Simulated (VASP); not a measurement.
# LiReS2 (R-3m) in VASP: a series of runs, part 2 of 2

VASP 6.6.1. The steps go on from the part before.

**4. Single point, PBE, collinear spin**

This run uses another cell than the first one, of 16.81 Å³/atom.

Contents of INCAR:

```
PREC = Accurate ; ENCUT = 520
EDIFF = 1E-6 ; ISMEAR = 0
SIGMA = 0.1 ; LREAL = F
LASPH = T ; NELM = 150
ALGO = Normal ; ISIF = 2
LWAVE = F ; LCHARG = T
ISPIN = 2 ; MAGMOM = 0 1 0 0
LORBIT = 11 ; LMAXMIX = 4
GGA = PE ; LELF = T
LVHAR = T ; NBANDS = 23
```

Contents of KPOINTS:

```
regular mesh
0
Gamma
  6 6 6
```

Contents of POSCAR:

```
LiReS2
1.0
    1.7669299007      1.0201374538      6.2176922491
   -1.7669299007      1.0201374538      6.2176922491
    0.0000000000     -2.0402749077      6.2176922491
Li Re S
1 1 2
Direct
    0.0000000000      0.0000000000      0.0000000000
    0.5000000000      0.5000000000      0.5000000000
    0.2220000000      0.2220000000      0.2220000000
    0.7780000000      0.7780000000      0.7780000000
```

Potentials or basis: VASP PAW PBE potentials, release 64 (Li_sv, Re, S).

Command:

```sh
$ cat potpaw_PBE.64/Li_sv/POTCAR potpaw_PBE.64/Re/POTCAR potpaw_PBE.64/S/POTCAR > POTCAR
$ mpirun -np 1 vasp_std > vasp.out
```

OUTCAR:

```text
PREC = Accurate
   ENCUT = 520
   EDIFF = 1E-6
   ISMEAR = 0
   LREAL = F
   LASPH = T
   NELM = 150
   ISIF = 2
   ISPIN = 2
   LORBIT = 11
   GGA = PE

 ion  position               nearest neighbor table
   1  0.000  0.000  0.000-
   2  0.500  0.500  0.500-   3 2.29   3 2.29   4 2.29   4 2.29   3 2.29   4 2.29
   3  0.222  0.222  0.222-   2 2.29   2 2.29   2 2.29
   4  0.778  0.778  0.778-   2 2.29   2 2.29   2 2.29

  LATTYP: Found a trigonal (rhomboedric) cell.
 ALAT       =     6.5438840609
 COS(alpha) =     0.8541865978

  Lattice vectors:

 A1 = (   1.7669299007,   1.0201374538,   6.2176922491)
 A2 = (  -1.7669299007,   1.0201374538,   6.2176922491)
 A3 = (   0.0000000000,  -2.0402749077,   6.2176922491)

Analysis of symmetry for initial positions (statically):
=====================================================================
 Subroutine PRICEL returns:
 Original cell was already a primitive cell.

 Routine SETGRP: Setting up the symmetry group for a
 trigonal (rhombohedral) supercell.

 Subroutine GETGRP returns: Found 12 space group operations
 (whereof 12 operations were pure point group operations)
 out of a pool of 12 trial point group operations.

The static configuration has the point symmetry D_3d.

Analysis of symmetry for dynamics (positions and initial velocities):
=====================================================================
 Subroutine PRICEL returns:
 Original cell was already a primitive cell.

 Routine SETGRP: Setting up the symmetry group for a
 trigonal (rhombohedral) supercell.

 Subroutine GETGRP returns: Found 12 space group operations
 (whereof 12 operations were pure point group operations)
 out of a pool of 12 trial point group operations.

The dynamic configuration has the point symmetry D_3d.

[... 156 lines left out ...]

 number of electron      22.0000003 magnetization       0.0001915

 Free energy of the ion-electron system (eV)
  ---------------------------------------------------
  ext. energy  EPLUGINS =         0.00000000
  ---------------------------------------------------
  free energy    TOTEN  =       -22.94305939 eV

  energy without entropy =      -22.93108175  energy(sigma->0) =      -22.93707057

 E-fermi :   6.0749     XC(G=0): -10.0295

 val. band max:        5.9485703939   @ k =   0.5000   0.1667   0.1667
 cond. band min:       6.0984075087   @ k =  -0.3333   0.5000   0.1667
 fundamental gap:      0.1498371148
 Fermi energy:         6.0748708636

 spin component 1

 k-point     1 :       0.0000    0.0000    0.0000
  band No.  band energies     occupation
      1     -41.8724      1.00000
      2     -10.4064      1.00000
      3      -7.1757      1.00000
      4      -1.1134      1.00000
      5      -0.9505      1.00000
      6      -0.9505      1.00000
[... 613 lines left out ...]
     22      16.4507      0.00000
     23      18.0473      0.00000

 [... further k-points ...]

 spin component 2

 k-point     1 :       0.0000    0.0000    0.0000
  band No.  band energies     occupation
      1     -41.8724      1.00000
      2     -10.4064      1.00000
      3      -7.1757      1.00000
      4      -1.1134      1.00000
      5      -0.9505      1.00000
      6      -0.9505      1.00000
[... 613 lines left out ...]
     22      16.4507      0.00000
     23      18.0473      0.00000

 [... further k-points ...]
[... 5 lines left out ...]
  --------------------------------------------------------------------------------------
  -------------------------------------------------------------------------------------
  Total       10.3118003     10.3118003      4.6461419      0.0000000     -0.0000000      0.0000000
  in kB      245.6894963    245.6894963    110.6992224      0.0000000     -0.0000000      0.0000000
  external PRESSURE =     200.6927383 kB  Pullay stress =       0.0000000 kB

 VOLUME and BASIS-vectors are now :
 -----------------------------------------------------------------------------
  energy-cutoff  :      520.00
  volume of cell :       67.24
      direct lattice vectors                 reciprocal lattice vectors
     1.766929901  1.020137454  6.217692249     0.282976704  0.163376676  0.053610459
    -1.766929901  1.020137454  6.217692249    -0.282976704  0.163376676  0.053610459
     0.000000000 -2.040274908  6.217692249     0.000000000 -0.326753353  0.053610459

 POSITION                                       TOTAL-FORCE (eV/Angst)
 -----------------------------------------------------------------------------------
      0.00000      0.00000      0.00000        -0.000000      0.000000      0.000000
      0.00000     -0.00000      9.32654         0.000000      0.000000      0.000000
      0.00000     -0.00000      4.14098         0.000000     -0.000000      4.046126
      0.00000     -0.00000     14.51209         0.000000      0.000000     -4.046126
 -----------------------------------------------------------------------------------
    total drift:                                0.000000      0.000000      0.000000

  FREE ENERGIE OF THE ION-ELECTRON SYSTEM (eV)
  ---------------------------------------------------
  free  energy   TOTEN  =       -22.9430593921 eV

  energy  without entropy=      -22.9310817495  energy(sigma->0) =      -22.93707057

 total charge

# of ion       s       p       d       tot
------------------------------------------
    1        2.002   0.023   0.000   2.024
    2        0.619   0.678   5.194   6.491
    3        1.325   2.459   0.000   3.784
    4        1.325   2.459   0.000   3.784
--------------------------------------------------
tot          5.271   5.618   5.194  16.083

 magnetization (x)

# of ion       s       p       d       tot
------------------------------------------
    1        0.000   0.000   0.000   0.000
    2        0.000   0.000   0.000   0.000
    3       -0.000  -0.000   0.000  -0.000
    4       -0.000  -0.000   0.000  -0.000
--------------------------------------------------
tot          0.000  -0.000   0.000   0.000
```

OSZICAR:

```text
N       E                     dE             d eps       ncg     rms          rms(c)
DAV:   1     0.935248836681E+02    0.93525E+02   -0.87995E+03  4437   0.952E+02
DAV:   2    -0.171920024137E+02   -0.11072E+03   -0.10457E+03  4868   0.239E+02
DAV:   3    -0.235279327090E+02   -0.63359E+01   -0.62672E+01  4923   0.608E+01
DAV:   4    -0.238597592519E+02   -0.33183E+00   -0.33101E+00  5082   0.794E+00
DAV:   5    -0.238664937353E+02   -0.67345E-02   -0.67300E-02  3896   0.116E+00    0.423E+01
DAV:   6    -0.230542723776E+02    0.81222E+00   -0.24210E+00  5132   0.266E+01    0.177E+01
DAV:   7    -0.229755347985E+02    0.78738E-01   -0.67108E-01  5253   0.119E+01    0.969E+00
DAV:   8    -0.229443332416E+02    0.31202E-01   -0.91411E-02  4986   0.502E+00    0.849E-01
DAV:   9    -0.229429976785E+02    0.13356E-02   -0.11442E-02  4855   0.900E-01    0.481E-01
DAV:  10    -0.229429092877E+02    0.88391E-04   -0.17896E-03  4360   0.266E-01    0.148E-01
DAV:  11    -0.229429822789E+02   -0.72991E-04   -0.13364E-04  4721   0.995E-02    0.981E-02
DAV:  12    -0.229430322255E+02   -0.49947E-04   -0.31001E-05  4142   0.523E-02    0.546E-02
DAV:  13    -0.229430558529E+02   -0.23627E-04   -0.25484E-05  4320   0.559E-02    0.164E-02
DAV:  14    -0.229430585163E+02   -0.26635E-05   -0.37985E-06  4521   0.177E-02    0.829E-03
DAV:  15    -0.229430593921E+02   -0.87581E-06   -0.86556E-07  3310   0.769E-03
   1 F= -.22943059E+02 E0= -.22937071E+02  d E =-.119776E-01  mag=     0.0000
```

It took 4 min on 1 thread of Intel Xeon 6975P-C (Granite Rapids), shared host; peak memory 0.47 GiB.

Results:

```
Free energy                                           : -22.9431 eV
Largest force                                         : 4.046 eV/Å
Band gap on the k mesh                                : zero (filled and empty bands overlap)
Net moment                                            : 0.00 μB per cell
Valence electrons inside the program's atomic spheres : Li 2.02; Re 6.49; S 3.78
```

Forces on the atoms (eV/Å):
```
Li   0.000  0.000  0.000
Re   0.000  0.000  0.000
S    0.000  0.000  4.046
S    0.000  0.000 -4.046
```

Caveat: the cutoff is under 1.25 times the usual one of these potentials, so pressure, stress and relaxed cells hold a basis-set (Pulay) error; spin-orbit coupling is left out, which moves the levels of the heavy elements; forces of over 1 eV/Å act on the atoms, so gaps and moduli don't describe the material at rest.

**5. Single point, PBE**

This run uses another cell than the first one, of 15.37 Å³/atom.

Contents of INCAR:

```
  PREC = Accurate
  ENCUT = 520
  EDIFF = 1E-6
  ISMEAR = 0
  SIGMA = 0.1
  LREAL = False
  LASPH = True
  NELM = 80
  ALGO = Normal
  ISIF = 2
  LWAVE = False
  LCHARG = False
  GGA = PE
  NBANDS = 19
```

Contents of KPOINTS:

```
Automatic mesh
0
Gamma
  18 18 18
```

Contents of POSCAR:

```
LiReS2
1.0
    1.6294567124      0.9407672715      6.6862270161
   -1.6294567124      0.9407672715      6.6862270161
    0.0000000000     -1.8815345431      6.6862270161
Li Re S
1 1 2
Direct
    0.0000000000      0.0000000000      0.0000000000
    0.5000000000      0.5000000000      0.5000000000
    0.2445694270      0.2445694270      0.2445694270
    0.7554305730      0.7554305730      0.7554305730
```

Command:

```sh
$ cat potpaw_PBE.64/Li_sv/POTCAR potpaw_PBE.64/Re/POTCAR potpaw_PBE.64/S/POTCAR > POTCAR
$ mpirun -np 1 vasp_std > vasp.out
```

Run time: 41 min. Hardware: 1 thread of Intel Xeon 6975P-C (Granite Rapids), shared host; peak memory 0.91 GiB.

Results (log left out):

```yaml
Free_energy: -24.2681 eV
Largest_force: 0.049 eV/Å
Band_gap_on_the_k_mesh: zero (bands 11 and 12 overlap by 1.60 eV)
```

Forces on the atoms (eV/Å):
```
Li   0.000  0.000  0.000
Re   0.000  0.000  0.000
S    0.000  0.000  0.049
S    0.000  0.000 -0.049
```

Levels at points of the mesh, in eV from the Fermi level:
```tsv
k point	band 8	band 9	band 10	band 11	band 12	band 13	band 14	band 15
(0.00, 0.00, 0.00)	-2.26	-1.64	-1.64	-1.18	-1.18	2.23	2.23	3.51
(0.50, 0.00, 0.00)	-4.13	-2.88	-2.55	0.38	0.81	1.71	2.01	3.76
(0.50, 0.50, 0.00)	-4.34	-3.02	-2.74	0.38	0.82	2.41	2.50	2.55
(0.50, 0.50, 0.50)	-1.63	-1.63	-1.49	-1.22	-1.22	2.23	2.23	4.80
```

Caveat: the cutoff is under 1.25 times the usual one of these potentials, so pressure, stress and relaxed cells hold a basis-set (Pulay) error; spin-orbit coupling is left out, which moves the levels of the heavy elements.

**6. The runs side by side**

```tsv
task	spin	cell	k mesh	cutoff (eV)	gap on the mesh (eV)	largest force (eV/Å)
single point	off	a = 6.072 Å, angles 34.6°, 4 atoms, atomic positions A	6 × 6 × 6	520	none	0.07
relaxation of cell and atoms	off	relaxed from a = 6.544 Å, angles 31.3°, 4 atoms, atomic positions B	6 × 6 × 6	600	none	-
single point	collinear	a = 6.544 Å, angles 31.3°, 4 atoms, atomic positions B	6 × 6 × 6	520	none	4.05
single point	off	a = 6.946 Å, angles 27.1°, 4 atoms, atomic positions C	18 × 18 × 18	520	none	0.05
```

Alike in all rows: level PBE; potentials or basis VASP PAW PBE potentials, release 64 (Li_sv, Re, S); smearing gaussian 0.1 eV.

Caveats: the cutoff is under 1.25 times the usual one of these potentials, so pressure, stress and relaxed cells hold a basis-set (Pulay) error; spin-orbit coupling is left out, which moves the levels of the heavy elements; forces of over 1 eV/Å act on the atoms, so gaps and moduli don't describe the material at rest (at least some runs).

Absolute energies hang on the potentials; compare differences alone.

The gap in the log of VASP goes by the Fermi energy; the results here count the filled bands.